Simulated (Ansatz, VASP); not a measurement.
Two plane-wave programs on Au

```
Au
1.0
     1.50330   -2.61049    0.00048
    -4.28440   -2.48298    0.00270
     0.00684   -0.00250   -9.65865
Au
8
Direct
  0.75025 0.58076 0.87498
  0.74964 0.58013 0.37498
  0.25018 0.08076 0.87501
  0.24954 0.08016 0.37497
  0.75006 0.91902 0.62502
  0.75012 0.92011 0.12503
  0.25003 0.41901 0.62500
  0.25017 0.42006 0.12501
```

Change from the starting cell: cell x4, atoms moved at random (sigma 0.1 Å) and cell strained at random (1.5 %), then relaxed without symmetry.

Alike in both runs: functional PBE; k mesh 8 × 4 × 2; occupations gaussian, width 0.2 eV; no spin polarisation.

Ansatz relaxed the structure, and its values are those at the end. VASP's run is a single point on that final structure, the one shown.

|  | VASP | Ansatz |
| --- | --- | --- |
| version | VASP 6.6.1 | Ansatz 0.2.0 |
| potentials or method | VASP PAW PBE potentials, release 64 (Au), cutoff 520 eV | scalar-relativistic, plane waves, PAW |
| valence electrons in the cell | 88 | 152 |

Ansatz gave:

| Quantity | Value |
| --- | --- |
| gap on the k mesh at the Fermi level (eV) | none |
| pressure (GPa) | 0.0 |

What did VASP give for the same quantities?

gap on the k mesh at the Fermi level (eV): none; pressure (GPa): -0.2.

A gap of «none» marks a metal or a gap that the smearing closes. VASP's potentials hold 88 valence electrons a cell and Ansatz's 152, so a difference there can come from the potentials and not from the codes.

Spin-orbit coupling is off throughout.
